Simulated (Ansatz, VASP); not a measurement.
**NaI: VASP beside Ansatz**

The input INCAR:

```
PREC     = Accurate       # precision mode
ENCUT    = 520            # plane-wave cutoff, eV
EDIFF    = 1E-6           # SCF threshold, eV
ISMEAR   = -1             # smearing method
SIGMA    = 0.02           # smearing width, eV
LREAL    = F              # projectors in reciprocal space
LASPH    = T              # aspherical terms in the spheres
NELM     = 60             # most SCF steps
ALGO     = Normal         # electronic algorithm
ISIF     = 2              # what is computed and relaxed
LWAVE    = F              # write WAVECAR
LCHARG   = F              # write CHGCAR
GGA      = PE             # functional
NBANDS   = 14             # bands
```

Contents of KPOINTS:

```
Automatic mesh
0
Gamma
  8 8 8
```

File POSCAR:

```
NaI
1.0
    0.0000000000      3.2578337372      3.2578337372
    3.2578337372      0.0000000000      3.2578337372
    3.2578337372      3.2578337372      0.0000000000
Na I
1 1
Direct
    0.0000000000      0.0000000000      0.0000000000
    0.5000000000      0.5000000000      0.5000000000
```

Input for Ansatz:

```yaml
crystal:
  lattice:
    - [0.0, 3.2578337372, 3.2578337372]
    - [3.2578337372, 0.0, 3.2578337372]
    - [3.2578337372, 3.2578337372, 0.0]
  atoms:
    - { symbol: Na, position: [0.0, 0.0, 0.0] }
    - { symbol: I, position: [0.5, 0.5, 0.5] }
kpoints:
  mp_grid: { grid: [8, 8, 8] }
scf:
  occupations: { method: fermi_dirac, width: 0.02 }
hamiltonian:
  xc: pbe
  pseudopotentials: { kind: all_electron, lapw: { basis_error: 0.001 } }
output:
  forces: true
  stress: true
  eigenvalues: true
```

Change from the starting cell: volume scaled by 1.02.

Alike in both runs: task single point; functional PBE; k mesh 8 × 8 × 8; occupations fermi-dirac, width 0.02 eV; no spin polarisation.

```csv
,VASP,Ansatz
version,VASP 6.6.1,Ansatz 0.2.0
potentials or method,"VASP PAW PBE potentials, release 64 (Na_pv, I), cutoff 520 eV","all-electron LAPW, scalar-relativistic"
```

```csv
,VASP,Ansatz,Ansatz less VASP
gap on the k mesh at the Fermi level (eV),3.59,3.59,+0.004
pressure (GPa),0.1,0.1,-0.01
```

Ansatz ran all-electron here, and VASP with PAW potentials.

Neither program's run includes spin-orbit coupling.
